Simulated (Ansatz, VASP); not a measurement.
# Two plane-wave programs on TiHg

File INCAR:

```
SYSTEM = TiHg
PREC     = Accurate       ! precision mode
ENCUT    = 410            ! plane-wave cutoff, eV
EDIFF    = 1E-8           ! SCF threshold, eV
ISMEAR   = -1             ! smearing method
SIGMA    = 0.08           ! smearing width, eV
LREAL    = .False.        ! projectors in reciprocal space
LASPH    = .True.         ! aspherical terms in the spheres
NELM     = 120            ! most SCF steps
ALGO     = Normal         ! electronic algorithm
ISIF     = 2              ! what is computed and relaxed
LWAVE    = .False.        ! write WAVECAR
LCHARG   = .False.        ! write CHGCAR
LEFG     = .True.       
NBANDS   = 23             ! bands
GGA_COMPAT= .False.
```

The input KPOINTS:

```
Automatic mesh
0
Gamma
  14 14 10
  0 0 0
```

Contents of POSCAR:

```
TiHg
1.0
    2.9475746011      0.0000000000      0.0000000000
    0.0000000000      2.9475746011      0.0000000000
    0.0000000000      0.0000000000      3.9585074653
Ti Hg
1 1
Direct
    0.5000000000      0.5000000000      0.5000000000
    0.0000000000      0.0000000000      0.0000000000
```

Input for Ansatz:

```yaml
crystal:
  lattice:
    - [2.9475746011, 0.0, 0.0]
    - [0.0, 2.9475746011, 0.0]
    - [0.0, 0.0, 3.9585074653]
  atoms:
    - { symbol: Ti, position: [0.5, 0.5, 0.5] }
    - { symbol: Hg, position: [0.0, 0.0, 0.0] }
kpoints:
  mp_grid: { grid: [14, 14, 10] }
scf:
  occupations: { method: fermi_dirac, width: 0.08 }
hamiltonian:
  xc: lda
  pseudopotentials: { kind: paw }
output:
  forces: true
  stress: true
  eigenvalues: true
  efg: { contact_densities: true }
```

Change from the starting cell: volume scaled by 0.94, PAW files.

Alike in both runs: task electric field gradients; functional LDA; k mesh 14 × 14 × 10; occupations fermi-dirac, width 0.08 eV; no spin polarisation.

|  | VASP | Ansatz |
| --- | --- | --- |
| version | VASP 6.6.1 | Ansatz 0.2.0 |
| potentials or method | VASP PAW LDA potentials, release 64 (Ti_sv, Hg_sv_GW) | PAW with Ansatz's default frozen-core files, scalar-relativistic |
| plane-wave cutoff (eV) | 410 | 420 |
| valence electrons in the cell | 32 | 32 |

VASP gave:

```
size of Vzz on the site where it differs most (V/Å²) : 235.5
```

Task: Which values does Ansatz return?

Result: Size of Vzz on the site where it differs most (V/Å²): 221.0.

LDA's correlation is that of Perdew and Zunger in VASP and of Perdew and Wang (1992) in Ansatz.

Spin-orbit coupling is off throughout.
